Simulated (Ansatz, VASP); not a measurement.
**One calculation of K, two programs**

```
K
1.0
    -2.71036    2.71036    2.71036
     2.71036   -2.71036    2.71036
     2.71036    2.71036   -2.71036
K
1
Cartesian
  0.0000 0.0000 0.0000
```

Alike in both runs: task single point; functional PBE; k mesh 14 × 14 × 14; occupations fermi-dirac, width 0.1 eV; no spin polarisation.

```csv
,VASP,Ansatz
version,VASP 6.6.1,Ansatz 0.2.0
potentials or method,"VASP PAW PBE potentials, release 64 (K_sv), cutoff 520 eV","plane waves (420 eV) with PAW, scalar-relativistic"
valence electrons in the cell,9,9
```

```tsv
	VASP	Ansatz	Ansatz less VASP
pressure (GPa)	-0.2	-0.2	+0.01
```

With one functional, cell and mesh, what is left measures potentials, basis and numerics.
